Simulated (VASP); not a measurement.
GaP, 2 atoms in the cell. It takes space group F-43m (No. 216, cubic). The conventional cell has a = 5.439 Å, b = 5.439 Å, c = 5.439 Å, α = 90.00°, β = 90.00°, γ = 90.00°. Within 3.1 Å of Ga (site symmetry -43m) lie 4 P at 2.35 Å. P (site symmetry -43m) has 4 Ga at 2.35 Å within 3.1 Å. 

```yaml
Program: VASP 6.6.1
Task: elastic constants
Functional: PBEsol
Potentials_or_basis: VASP PAW PBE potentials, release 64 (Ga_d, P)
Cutoff: 600 eV
k_mesh: 8 × 8 × 8
Occupations: gaussian, width 0.01 eV
Spin: no spin polarisation
Dipole_correction: no
Ions_in_elastic_constants: relaxed
Further_INCAR_settings: ALGO = Normal; EDIFF = 1e-08; NBANDS = 16; IBRION = 6; POTIM = 0.015; NSW = 1; ISIF = 3
```

Potentials or basis: VASP PAW PBE potentials, release 64 (Ga_d, P).

The run is started by

```sh
$ cat potpaw_PBE.64/Ga_d/POTCAR potpaw_PBE.64/P/POTCAR > POTCAR
$ mpirun -np 1 vasp_std > vasp.out
```

Hardware: 1 thread of Intel(R) Xeon(R) Platinum 8375C CPU @ 2.90GHz (Ice Lake), with other jobs on the host.

**Question.** How long does it take, and how much memory?

**Answer.** Wall time 11 min on 1 thread of Intel(R) Xeon(R) Platinum 8375C CPU @ 2.90GHz (Ice Lake) (shared host), peak memory 0.35 GiB. Counts: scf iterations 175, k points 29.
